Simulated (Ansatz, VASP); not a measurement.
# One calculation of Ga, two programs

```
Ga
1.0
     5.80561    0.00000    0.00000
    -2.90281    5.02781    0.00000
     0.00000    0.00000    4.19012
Ga
6
Direct
  0.17674 0.82326 0.25000
  0.17674 0.35348 0.25000
  0.64652 0.82326 0.25000
  0.82326 0.17674 0.75000
  0.82326 0.64652 0.75000
  0.35348 0.17674 0.75000
```

Alike in both runs: functional PBE; k mesh 6 × 6 × 10; occupations gaussian, width 0.1 eV; no spin polarisation.

Ansatz relaxed the structure, and its values are those at the end. VASP's run is a single point on that final structure, the one shown.

```csv
,VASP,Ansatz
version,VASP 6.6.1,Ansatz 0.2.0
potentials or method,"VASP PAW PBE potentials, release 64 (Ga_d), cutoff 520 eV","scalar-relativistic, plane waves, PAW"
valence electrons in the cell,78,78
```

Ansatz gave:

```
gap on the k mesh at the Fermi level (eV) : none
pressure (GPa)                            : 0.0
```

Task: Estimate VASP's values.

Result: gap on the k mesh at the Fermi level (eV): none; pressure (GPa): 0.1.

A gap of «none» marks a metal or a gap that the smearing closes. With one functional, cell and mesh, what is left measures potentials, basis and numerics.
